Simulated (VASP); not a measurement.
Input of a VASP 6.6.1 run:

File POSCAR:

```
Pd
1.0
    0.0000000000      1.9135020999      1.9135020999
    1.9135020999      0.0000000000      1.9135020999
    1.9135020999      1.9135020999      0.0000000000
Pd
1
Direct
    0.0000000000      0.0000000000      0.0000000000
```

File INCAR.step1:

```
GGA = PE
IVDW = 12
ISMEAR = 0
SIGMA = 0.04
LWAVE = False
LCHARG = False
NSW = 80
PREC = Accurate
LASPH = True
LREAL = False
ALGO = Normal
EDIFF = 1E-7
NELM = 120
GGA_COMPAT = False
IBRION = 2
ISIF = 3
EDIFFG = -0.002
NELMIN = 4
ENCUT = 650
POTIM = 0.5
```

File INCAR.step4:

```
GGA = PE
IVDW = 12
ISMEAR = 0
SIGMA = 0.04
LWAVE = False
LCHARG = False
PREC = Accurate
LASPH = True
LREAL = False
ALGO = Normal
EDIFF = 1E-7
NELM = 120
GGA_COMPAT = False
ISIF = 2
ENCUT = 650
```

File KPOINTS:

```
Automatic mesh
0
Gamma
  16 16 16
  0 0 0
```

Potentials or basis: VASP PAW PBE potentials, release 64 (Pd).

Run with:

```bash
$ cat potpaw_PBE.64/Pd/POTCAR > POTCAR
$ cp INCAR.step1 INCAR
$ cp POSCAR.step1 POSCAR
$ mpirun -np 1 vasp_std > vasp.out
$ cp CONTCAR POSCAR
$ mpirun -np 1 vasp_std > vasp.out
$ cp CONTCAR POSCAR
$ mpirun -np 1 vasp_std > vasp.out
$ cp CONTCAR POSCAR
$ cp INCAR.step4 INCAR
$ mpirun -np 1 vasp_std > vasp.out
```

(1) Estimate the relaxed volume.

(2) What does it give for the space group after relaxing (to 0.1 Å)?

(3) What does it give for the band gap on the k mesh?

(4) What does it give for the relaxed cell?

Answers

(1) 14.69 Å³/atom.

(2) Fm-3m (No. 225).

(3) zero (bands 5 and 6 overlap by 1.60 eV).

(4) a = 2.749 Å, b = 2.749 Å, c = 2.749 Å, α = 60.00°, β = 60.00°, γ = 60.00°.
